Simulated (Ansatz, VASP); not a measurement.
# AlGa2P3 in VASP and in Ansatz

POSCAR

```
AlGa2P3
1.0
    3.8996127219      0.0000000000      0.0000000000
   -1.9498063609      3.3771636821      0.0000000000
    0.0000000000      0.0000000000      9.5524672386
Al Ga P
1 2 3
Direct
    0.0000000000      0.0000000000     -0.0003012043
    0.6666666667      0.3333333333      0.6662995628
    0.3333333333      0.6666666667      0.3338614991
    0.6666666667      0.3333333333      0.9166244678
    0.3333333333      0.6666666667      0.5832781657
    0.0000000000      0.0000000000      0.2502375087
```

Contents of INCAR.step1:

```
SYSTEM = AlGa2P3
PREC = Accurate
ENCUT = 550
ISMEAR = 0
SIGMA = 0.01
LREAL = .False.
LASPH = .True.
NELM = 120
NBANDS = 31
GGA = PE
ALGO = Normal
EDIFF = 1E-5
LWAVE = .True.
LCHARG = .False.
GGA_COMPAT = .False.
```

The input INCAR.step2:

```
SYSTEM = AlGa2P3
PREC = Accurate
ENCUT = 550
EDIFF = 1E-6
ISMEAR = 0
SIGMA = 0.01
LREAL = .False.
LASPH = .True.
NELM = 120
ALGO = Normal
ISIF = 2
LWAVE = .False.
LCHARG = .False.
METAGGA = R2SCAN
LMIXTAU = .True.
NBANDS = 31
ISTART = 1
GGA_COMPAT = .False.
```

KPOINTS

```
regular mesh
0
Gamma
  6 6 2
  0 0 0
```

Input for Ansatz:

```yaml
crystal:
  lattice:
    - [3.8996127219, 0.0, 0.0]
    - [-1.9498063609, 3.3771636821, 0.0]
    - [0.0, 0.0, 9.5524672386]
  atoms:
    - { symbol: Al, position: [0.0, 0.0, -0.0003012043] }
    - { symbol: Ga, position: [0.6666666667, 0.3333333333, 0.6662995628] }
    - { symbol: Ga, position: [0.3333333333, 0.6666666667, 0.3338614991] }
    - { symbol: P, position: [0.6666666667, 0.3333333333, 0.9166244678] }
    - { symbol: P, position: [0.3333333333, 0.6666666667, 0.5832781657] }
    - { symbol: P, position: [0.0, 0.0, 0.2502375087] }
kpoints:
  mp_grid: { grid: [6, 6, 2] }
hamiltonian:
  xc: r2scan
scf:
  occupations: { method: fixed }
  n_extra_bands: 5
output:
  forces: true
  stress: true
  eigenvalues: true
```

Alike in both runs: task single point; functional r2SCAN; k mesh 6 × 6 × 2; no spin polarisation.

```csv
,VASP,Ansatz
version,VASP 6.6.1,Ansatz 0.2.0
potentials or method,"VASP PAW PBE potentials, release 64 (Al, Ga_d, P)","plane waves, PAW"
plane-wave cutoff (eV),550,500
occupations,"gaussian, width 0.01 eV",fixed
valence electrons in the cell,44,44
```

|  | VASP | Ansatz | Ansatz less VASP |
| --- | --- | --- | --- |
| gap on the k mesh at the Fermi level (eV) | 1.94 | 1.93 | -0.003 |
| pressure (GPa) | -2.6 | -2.4 | +0.13 |
| traceless stress, the component that is largest in VASP (GPa) | -0.09 | -0.11 | -0.014 |
| rms of the force components (eV/Å) | 0.011 | 0.004 | -0.0068 |

VASP's potentials were made for PBE, not for r2SCAN. Atom by atom the forces differ by 0.007 eV/Å (rms over components).
